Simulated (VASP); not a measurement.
Here is a VASP 6.6.1 calculation.

Contents of INCAR:

```
SYSTEM = Be2ZnTe2O
PREC = Accurate
ENCUT = 520
EDIFF = 1E-6
ISMEAR = 0
SIGMA = 0.01
LREAL = .False.
LASPH = .True.
NELM = 100
ALGO = Normal
ISIF = 2
LWAVE = .False.
LCHARG = .False.
GGA = PE
NBANDS = 26
```

KPOINTS

```
regular mesh
0
Gamma
  6 6 10
  0 0 0
```

The input POSCAR:

```
Be2ZnTe2O
1.0
    7.4899486855      0.0000000000      0.0000000000
   -3.7449743428      6.4864858347      0.0000000000
    0.0000000000      0.0000000000      4.1092944300
Be Zn Te O
2 1 2 1
Direct
    0.3333333333      0.6666666667      0.0000000000
    0.6666666667      0.3333333333      0.0000000000
    0.0000000000      0.0000000000      0.5000000000
    0.3333333333      0.6666666667      0.5000000000
    0.6666666667      0.3333333333      0.5000000000
    0.0000000000      0.0000000000      0.0000000000
```

Potentials or basis: VASP PAW PBE potentials, release 64 (Be, Zn, Te, O).

Command:

```sh
$ cat potpaw_PBE.64/Be/POTCAR potpaw_PBE.64/Zn/POTCAR potpaw_PBE.64/Te/POTCAR potpaw_PBE.64/O/POTCAR > POTCAR
$ mpirun -np 1 vasp_std > vasp.out
```

Question: What does it give for the pressure?

Answer: 0.1 GPa.

Question: Estimate the band gap on the k mesh.

Answer: 0.26 eV (least direct gap 0.80 eV).

Stress tensor (GPa, compression positive):
```
-0.01  0.00  0.00
 0.00 -0.01  0.00
 0.00  0.00  0.39
```

Caveat: spin-orbit coupling is left out, which moves the levels of the heavy elements. A k mesh can miss the band edges.
